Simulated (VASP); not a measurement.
Write the native input for VASP 6.6.1 that does the following.

* Task: single point
* Functional: LDA
* Potentials or basis: VASP PAW LDA potentials, release 64 (Y_sv, I)
* Cutoff: 520 eV
* k mesh: 7 × 7 × 3
* Occupations: fermi-dirac, width 0.05 eV
* Spin: collinear spin
* Starting moments: [0.6, 0.6, 0.0, 0.0] μB
* Dipole correction: no
* Further INCAR settings: ALGO = Normal; EDIFF = 1e-07; NBANDS = 30

The structure of YI lies in POSCAR:

```
YI
1.0
    3.8752167608      0.0000000000      0.0000000000
   -1.9376083804      3.3560361600      0.0000000000
    0.0000000000      0.0000000000     10.8533007814
Y I
2 2
Direct
    0.6666666667      0.3333333333      0.6267270000
    0.3333333333      0.6666666667      0.3732730000
    0.3333333333      0.6666666667      0.8199750000
    0.6666666667      0.3333333333      0.1800250000
```

One way to write it, as run:

INCAR

```
SYSTEM = YI
ALGO = Normal
EDIFF = 1E-7
ENCUT = 520
GGA = CA
ISIF = 2
ISMEAR = -1
ISPIN = 2
LASPH = .TRUE.
LCHARG = .FALSE.
LMAXMIX = 4
LORBIT = 11
LREAL = .FALSE.
LWAVE = .FALSE.
MAGMOM = 0.6 0.6 0 0
NBANDS = 30
NELM = 150
PREC = Accurate
SIGMA = 0.05
```

KPOINTS

```
k-points
0
G
  7 7 3
  0 0 0
```

Potentials or basis: VASP PAW LDA potentials, release 64 (Y_sv, I).

Launch:

```console
$ cat potpaw_LDA.64/Y_sv/POTCAR potpaw_LDA.64/I/POTCAR > POTCAR
$ mpirun -np 1 vasp_std > vasp.out
```

It gave:

* Pressure: -1.1 GPa
* Largest force: 0.146 eV/Å
* Net moment: 0.70 μB per cell
* Site moments: Y +0.21; I +0.01 μB
* Valence electrons inside the program's atomic spheres: Y 9.46; I 4.34

Caveat: a moment this small can come from the mesh or the smearing.

Run time: 3.1 min on 1 thread of AMD EPYC 7R43 64-Core Processor (Zen 3), with other jobs on the host, peak memory 0.28 GiB.
